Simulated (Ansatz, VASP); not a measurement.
**One calculation of InSb, two programs**

```
In Sb
1.0
     0.00000    3.23690    3.23690
     3.23690    0.00000    3.23690
     3.23690    3.23690    0.00000
In Sb
1 1
Direct
  0.00000 0.00000 0.00000
  0.25000 0.25000 0.25000
```

Alike in both runs: task single point; functional PBEsol; k mesh 6 × 6 × 6; occupations gaussian, width 0.05 eV; no spin polarisation.

```csv
,VASP,Ansatz
version,VASP 6.6.1,Ansatz 0.2.0
potentials or method,"VASP PAW PBE potentials, release 64 (In_d, Sb), cutoff 500 eV","scalar-relativistic, plane waves, PAW"
valence electrons in the cell,18,28
```

|  | VASP | Ansatz | Ansatz less VASP |
| --- | --- | --- | --- |
| gap on the k mesh at the Fermi level (eV) | none | none | - |
| pressure (GPa) | 1.0 | 1.0 | -0.02 |

VASP's potentials were made for PBE, not for PBEsol. A gap of «none» marks a metal or a gap that the smearing closes. The functional is the same, so the differences come from potentials, cutoffs and numerics. VASP's potentials hold 18 valence electrons a cell and Ansatz's 28, so a difference there can come from the potentials and not from the codes.

Neither program's run includes spin-orbit coupling.
